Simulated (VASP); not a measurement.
Set up this calculation in VASP 6.6.1, as the native input.

```yaml
Task: single point
Functional: PBE
Potentials_or_basis: VASP PAW PBE potentials, release 64 (Fe_sv, O)
Cutoff: 700 eV
k_mesh: 7 × 7 × 7
Occupations: gaussian, width 0.05 eV
Spin: collinear spin, antiferromagnetic start
Starting_moments: "[4.0, -4.0, 0.0, 0.0] μB"
Hubbard_terms: Fe d U = 7.0 eV, J = 0.5 eV
Dipole_correction: no
LDAUTYPE: 1
Hund's_J: 0.5
Further_INCAR_settings: ALGO = Normal; EDIFF = 1e-06; NBANDS = 34
```

The structure of FeO lies in POSCAR:

```
FeO
1.0
    2.6124696300      0.0000000000      2.6124696300
    0.0000000000      2.6124696300      2.6124696300
    0.0000000000      0.0000000000      5.2249392600
Fe O
2 2
Direct
    0.0000000000      0.0000000000      0.0000000000
    0.0000000000      0.0000000000      0.5000000000
    0.5000000000      0.5000000000      0.7500000000
    0.5000000000      0.5000000000      0.2500000000
```

These files were run (other wordings do the same):

INCAR

```
PREC = Accurate ; ENCUT = 700
EDIFF = 1E-6 ; ISMEAR = 0
SIGMA = 0.05 ; LREAL = F
LASPH = T ; NELM = 200
ALGO = Normal ; ISIF = 2
LWAVE = F ; LCHARG = F
ISPIN = 2 ; MAGMOM = 4 -4 0 0
LORBIT = 11 ; LMAXMIX = 4
LDAU = T ; LDAUTYPE = 1
LDAUL = 2 -1 ; LDAUU = 7 0
LDAUJ = 0.5 0 ; LDAUPRINT = 1
GGA = PE ; NBANDS = 34
GGA_COMPAT = F
```

KPOINTS

```
Automatic mesh
0
Gamma
  7 7 7
```

Potentials or basis: VASP PAW PBE potentials, release 64 (Fe_sv, O).

Launch:

```sh
$ cat potpaw_PBE.64/Fe_sv/POTCAR potpaw_PBE.64/O/POTCAR > POTCAR
$ mpirun -np 1 vasp_std > vasp.out
```

Results of the run:

The pressure is 15.6 GPa. The band gap on the k mesh is zero (filled and empty bands overlap) and the net moment is 0.00 μB per cell. The site moments are Fe +3.56, -3.56; O +0.00 μB. The valence electrons inside the program's atomic spheres are Fe 13.65; O 5.02.

Caveat: the cell stands under pressure.

Run time: 77 s on 1 thread of Intel(R) Xeon(R) Platinum 8259CL CPU @ 2.50GHz (Skylake/Cascade Lake), with other jobs on the host, peak memory 0.27 GiB.
